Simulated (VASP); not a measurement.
# B4TePd (F-43m) in VASP: single point with PBE

Aim: the single point of B4TePd with PBE.

Program: VASP 6.6.1. These are calculated values, not measurements. Logs are shortened: lines on timing, memory, paths and dates and some standing lists are left out, and cuts for length are marked.

## Step 1: The cell of the first run

It takes space group F-43m (No. 216, cubic). Conventional cell: a = 7.247 Å, b = 7.247 Å, c = 7.247 Å, α = 90.00°, β = 90.00°, γ = 90.00°. Within 1.8 Å of B (site symmetry 3m) lie 3 B at 1.37 Å. Te (site symmetry -43m) has 4 Pd at 3.14 Å and 12 B at 3.21 Å within 4.1 Å. Within 3.9 Å of Pd (site symmetry -43m) lie 12 B at 2.97 Å and 4 Te at 3.14 Å.

## Step 2: Single point, PBE

The input, INCAR:

```
SYSTEM = B4TePd
ALGO = Normal
EDIFF = 1E-6
ENCUT = 520
GGA = PE
ISIF = 2
ISMEAR = 0
LASPH = .True.
LCHARG = .False.
LREAL = .False.
LWAVE = .False.
NBANDS = 23
NELM = 100
PREC = Accurate
SIGMA = 0.1
```

The input, KPOINTS:

```
k-points
0
Gamma
  4 4 4
  0 0 0
```

The input, POSCAR:

```
B4TePd
1.0
    0.0000000000      3.6233298300      3.6233298300
    3.6233298300      0.0000000000      3.6233298300
    3.6233298300      3.6233298300      0.0000000000
B Te Pd
4 1 1
Direct
    0.8168485600      0.8168485600      0.8168485600
    0.8168485600      0.8168485600      0.5494543300
    0.8168485600      0.5494543300      0.8168485600
    0.5494543300      0.8168485600      0.8168485600
    0.2500000000      0.2500000000      0.2500000000
    0.5000000000      0.5000000000      0.5000000000
```

Potentials or basis: VASP PAW PBE potentials, release 64 (B, Te, Pd).

Command:

```sh
$ cat potpaw_PBE.64/B/POTCAR potpaw_PBE.64/Te/POTCAR potpaw_PBE.64/Pd/POTCAR > POTCAR
$ mpirun -np 1 vasp_std > vasp.out
```

OUTCAR:

```text
SYSTEM = B4TePd
   EDIFF = 1E-6
   ENCUT = 520
   GGA = PE
   ISIF = 2
   ISMEAR = 0
   LASPH = .True.
   LREAL = .False.
   NELM = 100
   PREC = Accurate

 ion  position               nearest neighbor table
   1  0.817  0.817  0.817-   2 1.37   3 1.37   4 1.37
   2  0.817  0.817  0.549-   1 1.37   3 1.37   4 1.37
   3  0.817  0.549  0.817-   1 1.37   2 1.37   4 1.37
   4  0.549  0.817  0.817-   1 1.37   2 1.37   3 1.37
   5  0.250  0.250  0.250-   6 3.14   6 3.14   6 3.14   6 3.14
   6  0.500  0.500  0.500-   5 3.14   5 3.14   5 3.14   5 3.14

  LATTYP: Found a face centered cubic cell.
 ALAT       =     7.2466596600

  Lattice vectors:

 A1 = (   0.0000000000,   3.6233298300,   3.6233298300)
 A2 = (   3.6233298300,   0.0000000000,   3.6233298300)
 A3 = (   3.6233298300,   3.6233298300,   0.0000000000)

Analysis of symmetry for initial positions (statically):
=====================================================================
 Subroutine PRICEL returns:
 Original cell was already a primitive cell.

 Routine SETGRP: Setting up the symmetry group for a
 face centered cubic supercell.

 Subroutine GETGRP returns: Found 24 space group operations
 (whereof 24 operations were pure point group operations)
 out of a pool of 48 trial point group operations.

The static configuration has the point symmetry T_d .

Analysis of symmetry for dynamics (positions and initial velocities):
=====================================================================
 Subroutine PRICEL returns:
 Original cell was already a primitive cell.

 Routine SETGRP: Setting up the symmetry group for a
 face centered cubic supercell.

 Subroutine GETGRP returns: Found 24 space group operations
 (whereof 24 operations were pure point group operations)
 out of a pool of 48 trial point group operations.

The dynamic configuration has the point symmetry T_d .

 Subroutine INISYM returns: Found 24 space group operations
 (whereof 24 operations are pure point group operations),
 and found     1 'primitive' translations

----------------------------------------------------------------------------------------

                                     Primitive cell

  volume of cell :      95.1379

  direct lattice vectors                    reciprocal lattice vectors
     0.000000000  3.623329830  3.623329830    -0.137994614  0.137994614  0.137994614
     3.623329830  0.000000000  3.623329830     0.137994614 -0.137994614  0.137994614
     3.623329830  3.623329830  0.000000000     0.137994614  0.137994614 -0.137994614

  length of vectors
     5.124162187  5.124162187  5.124162187     0.239013682  0.239013682  0.239013682

  position of ions in fractional coordinates (direct lattice)
     0.816848560  0.816848560  0.816848560
     0.816848560  0.816848560  0.549454330
     0.816848560  0.549454330  0.816848560
     0.549454330  0.816848560  0.816848560
     0.250000000  0.250000000  0.250000000
     0.500000000  0.500000000  0.500000000

  ion indices of the primitive-cell ions
   primitive index   ion index
                 1           1
                 2           2
                 3           3
                 4           4
                 5           5
                 6           6

----------------------------------------------------------------------------------------

 KPOINTS: k-points

Automatic generation of k-mesh.
 Grid dimensions read from file:
 generate k-points for:    4    4    4

 Generating k-lattice:

  Cartesian coordinates                     Fractional coordinates (reciprocal lattice)
    -0.034498653  0.034498653  0.034498653     0.250000000  0.000000000  0.000000000
     0.034498653 -0.034498653  0.034498653     0.000000000  0.250000000  0.000000000
     0.034498653  0.034498653 -0.034498653     0.000000000  0.000000000  0.250000000

  Length of vectors
     0.059753421  0.059753421  0.059753421

  Shift w.r.t. Gamma in fractional coordinates (k-lattice)
     0.000000000  0.000000000  0.000000000

 Subroutine IBZKPT returns following result:
 ===========================================

 Found      8 irreducible k-points:

 Following reciprocal coordinates:
            Coordinates               Weight
  0.000000  0.000000  0.000000      1.000000
  0.250000  0.000000  0.000000      8.000000
  0.500000  0.000000  0.000000      4.000000
  0.250000  0.250000  0.000000      6.000000
  0.500000  0.250000  0.000000     24.000000
 -0.250000  0.250000  0.000000     12.000000
  0.500000  0.500000  0.000000      3.000000
 -0.250000  0.500000  0.250000      6.000000
   k-points           NKPTS =      8   k-points in BZ     NKDIM =      8   number of bands    NBANDS=     23
   number of dos      NEDOS =    301   number of ions     NIONS =      6
   total plane-waves  NPLWV =  64000
   dimension x,y,z NGX =    40 NGY =   40 NGZ =   40
   dimension x,y,z NGXF=    80 NGYF=   80 NGZF=   80
   ions per type =               4   1   1
   NGX,Y,Z   is equivalent  to a cutoff of  12.98, 12.98, 12.98 a.u.
   NGXF,Y,Z  is equivalent  to a cutoff of  25.95, 25.95, 25.95 a.u.
 SYSTEM =  B4TePd
   PREC   = accura    normal or accurate (medium, high low for compatibility)
   ISTART =      0    job   : 0-new  1-cont  2-samecut
   ICHARG =      2    charge: 1-file 2-atom 10-const
   ISPIN  =      1    spin polarized calculation?
   LNONCOLLINEAR =      F non collinear calculations
   LSORBIT =      F    spin-orbit coupling
   LASPH  =      T    aspherical Exc in radial PAW
   ENCUT  =  520.0 eV  38.22 Ry    6.18 a.u.   9.53  9.53  9.53*2*pi/ulx,y,z
   NELM   =    100;   NELMIN=  2; NELMDL= -5     # of ELM steps
   EDIFF  = 0.1E-05   stopping-criterion for ELM
   LREAL  =      F    real-space projection
   EDIFFG = 0.1E-04   stopping-criterion for IOM
   NSW    =      0    number of steps for IOM
   IBRION =     -1    ionic relax: 0-MD 1-quasi-New 2-CG
   NFREE  =      0    steps in history (QN), initial steepest desc. (CG)
   ISIF   =      2    stress and relaxation
   ISYM   =      2    0-nonsym 1-usesym 2-fastsym
   POTIM  = 0.5000    time-step for ionic-motion
   TEBEG  =    0.0;   TEEND  =   0.0 temperature during run
   PSTRESS=    0.0 pullay stress
   NELECT =      28.0000    total number of electrons
   NUPDOWN=      -1.0000    fix difference up-down
   EMIN   =  10.00;   EMAX   =-10.00  energy-range for DOS
   EFERMI =   0.00;   METHOD = LEGACY
   ISMEAR =     0;   SIGMA  =   0.10  broadening in eV -4-tet -1-fermi 0-gaus
   EFERMI_NEDOS =   21; number of points for ismear=-14 and -15
   IALGO  =     38    algorithm
   IMIX   =      4    mixing-type and parameters
     AMIX     =   0.40;   BMIX     =  1.00
     AMIX_MAG =   1.60;   BMIX_MAG =  1.00
  volume/ion in A,a.u.               =      15.86       107.00
  Fermi-wavevector in a.u.,A,eV,Ry     =   1.088954  2.057825 16.134080  1.185821
  Thomas-Fermi vector in A             =   2.225147
   LORBIT       =      0    0 simple, 1 ext, 2 COOP (PROOUT), +10 PAW based schemes
   GGA     = PE    functional components
   LHFCALC =     F    Hartree Fock is set to
   AEXX    =    0.0000 exact exchange contribution
   IVDW    =     0    specifies the selected vdW correction
   LEPSILON=     F    determine dielectric tensor
   LRPA    =     F    only Hartree local field effects (RPA)
 non-spin polarized calculation
 Gauss-broadening in eV      SIGMA  =   0.10
  energy-cutoff  :      520.00
  volume of cell :       95.14
 maximum number of plane-waves:      2637
 NGX is ok and might be reduce to    40
   NGX = 19   NGY = 19   NGZ = 19

 number of electron      28.0000001 magnetization

 Free energy of the ion-electron system (eV)
  ---------------------------------------------------
  ext. energy  EPLUGINS =         0.00000000
  ---------------------------------------------------
  free energy    TOTEN  =       -18.80984850 eV

  energy without entropy =      -18.79337274  energy(sigma->0) =      -18.80161062

 E-fermi :   4.6917     XC(G=0):  -9.9280

 val. band max:        4.6699900126   @ k =   0.5000   0.0000   0.0000
 cond. band min:       4.7006963851   @ k =   0.2500   0.2500   0.0000
 fundamental gap:      0.0307063725
 Fermi energy:         4.6916526652

 k-point     1 :       0.0000    0.0000    0.0000
  band No.  band energies     occupation
      1     -12.2141      2.00000
      2      -6.5419      2.00000
      3      -2.3101      2.00000
      4      -2.3101      2.00000
      5      -2.3101      2.00000
      6       0.9560      2.00000
[... 15 lines left out ...]
     22      11.4144      0.00000
     23      11.4144      0.00000

 k-point     2 :       0.2500    0.0000    0.0000
  band No.  band energies     occupation
      1     -12.1896      2.00000
      2      -6.5371      2.00000
      3      -2.2545      2.00000
      4      -2.2545      2.00000
      5      -2.0867      2.00000
      6      -0.0996      2.00000
[... 15 lines left out ...]
     22      10.8367      0.00000
     23      12.2053      0.00000

 k-point     3 :       0.5000    0.0000    0.0000
  band No.  band energies     occupation
      1     -12.1652      2.00000
      2      -6.5192      2.00000
      3      -2.1939      2.00000
      4      -2.1939      2.00000
      5      -1.8822      2.00000
      6      -0.7762      2.00000
[... 15 lines left out ...]
     22      10.1849      0.00000
     23      13.4448      0.00000

 k-point     4 :       0.2500    0.2500    0.0000
  band No.  band energies     occupation
      1     -12.1830      2.00000
      2      -6.4794      2.00000
      3      -2.3942      2.00000
      4      -2.3942      2.00000
      5      -2.1412      2.00000
      6      -0.1458      2.00000
[... 15 lines left out ...]
     22      11.2181      0.00000
     23      12.2160      0.00000

 k-point     5 :       0.5000    0.2500    0.0000
  band No.  band energies     occupation
      1     -12.1604      2.00000
      2      -6.3910      2.00000
      3      -2.6733      2.00000
      4      -2.3453      2.00000
      5      -2.2780      2.00000
      6       0.0408      2.00000
[... 15 lines left out ...]
     22      11.6927      0.00000
     23      13.5269      0.00000

 k-point     6 :      -0.2500    0.2500    0.0000
  band No.  band energies     occupation
      1     -12.1669      2.00000
      2      -6.4597      2.00000
      3      -2.6092      2.00000
      4      -2.1958      2.00000
      5      -1.9899      2.00000
      6      -0.3882      2.00000
[... 15 lines left out ...]
     22      11.7331      0.00000
     23      12.8829      0.00000

 k-point     7 :       0.5000    0.5000    0.0000
  band No.  band energies     occupation
      1     -12.1554      2.00000
      2      -6.2495      2.00000
      3      -3.0965      2.00000
      4      -2.4760      2.00000
      5      -2.4760      2.00000
      6       0.9255      2.00000
[... 15 lines left out ...]
     22      12.5437      0.00000
     23      13.3560      0.00000

 k-point     8 :      -0.2500    0.5000    0.2500
  band No.  band energies     occupation
      1     -12.1541      2.00000
      2      -6.3077      2.00000
      3      -2.9164      2.00000
      4      -2.6907      2.00000
      5      -2.0481      2.00000
      6       0.2996      2.00000
[... 15 lines left out ...]
     22      12.7587      0.00000
     23      13.1948      0.00000

------------------------ aborting loop because EDIFF is reached ----------------------------------------

  FORCE on cell =-STRESS in cart. coord.  units (eV):
  Direction    XX          YY          ZZ          XY          YZ          ZX
  --------------------------------------------------------------------------------------
  -------------------------------------------------------------------------------------
  Total       16.0936941     16.0936941     16.0936941      0.0000000     -0.0000000      0.0000000
  in kB      271.0271021    271.0271021    271.0271021      0.0000000     -0.0000000      0.0000000
  external PRESSURE =     271.0271021 kB  Pullay stress =       0.0000000 kB

 VOLUME and BASIS-vectors are now :
 -----------------------------------------------------------------------------
  energy-cutoff  :      520.00
  volume of cell :       95.14
      direct lattice vectors                 reciprocal lattice vectors
     0.000000000  3.623329830  3.623329830    -0.137994614  0.137994614  0.137994614
     3.623329830  0.000000000  3.623329830     0.137994614 -0.137994614  0.137994614
     3.623329830  3.623329830  0.000000000     0.137994614  0.137994614 -0.137994614

 POSITION                                       TOTAL-FORCE (eV/Angst)
 -----------------------------------------------------------------------------------
      5.91942      5.91942      5.91942        10.577787     10.577787     10.577787
      4.95057      4.95057      5.91942       -10.577787    -10.577787     10.577787
      4.95057      5.91942      4.95057       -10.577787     10.577787    -10.577787
      5.91942      4.95057      4.95057        10.577787    -10.577787    -10.577787
      1.81166      1.81166      1.81166        -0.000000     -0.000000     -0.000000
      3.62333      3.62333      3.62333        -0.000000     -0.000000     -0.000000
 -----------------------------------------------------------------------------------
    total drift:                               -0.000010     -0.000010     -0.000010

  FREE ENERGIE OF THE ION-ELECTRON SYSTEM (eV)
  ---------------------------------------------------
  free  energy   TOTEN  =       -18.8098484966 eV

  energy  without entropy=      -18.7933727410  energy(sigma->0) =      -18.80161062
```

Wall time 27 s (1 thread of Intel Xeon 6975P-C, shared host); peak memory 0.25 GiB.

Results:

```yaml
Free_energy: -18.8098 eV
Pressure: 27.1 GPa
Largest_force: 18.321 eV/Å
Band_gap_on_the_k_mesh: 0.03 eV, indirect (least direct gap 0.25 eV)
```

Forces on the atoms (eV/Å):
```
B    10.578  10.578  10.578
B   -10.578 -10.578  10.578
B   -10.578  10.578 -10.578
B    10.578 -10.578 -10.578
Te    0.000   0.000   0.000
Pd    0.000   0.000   0.000
```

Caveat: spin-orbit coupling is left out, which moves the levels of the heavy elements; forces of over 1 eV/Å act on the atoms, so gaps and moduli don't describe the material at rest.
